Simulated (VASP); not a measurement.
Input of a VASP 6.6.1 run:

INCAR

```
SYSTEM = Al
  PREC = Accurate
  ENCUT = 520
  EDIFF = 1E-6
  ISMEAR = -1
  SIGMA = 0.05
  LREAL = .FALSE.
  LASPH = .TRUE.
  NELM = 60
  ALGO = Normal
  ISIF = 2
  LWAVE = .FALSE.
  LCHARG = .FALSE.
  GGA = PE
  NBANDS = 10
```

File KPOINTS:

```
regular mesh
0
G
  7 7 10
  0 0 0
```

Contents of POSCAR:

```
Al
1.0
    4.5768416722      0.0000000000      0.0000000000
   -2.2884258692      3.9636574487      0.0000000000
    0.0000000000      0.0000000000      2.7721684785
Al
2
Direct
    0.3333300000      0.6666700000      0.5000000000
    0.6666700000      0.3333300000      0.5000000000
```

Potentials or basis: VASP PAW PBE potentials, release 64 (Al).

Run with:

```sh
$ cat potpaw_PBE.64/Al/POTCAR > POTCAR
$ mpirun -np 1 vasp_std > vasp.out
```

(1) What does it give for the band gap on the k mesh?

(2) Estimate the pressure.

Results:

(1) zero (band 3 reaches 6.12 eV, above the bottom of band 4 at 2.86 eV).

(2) -0.9 GPa.
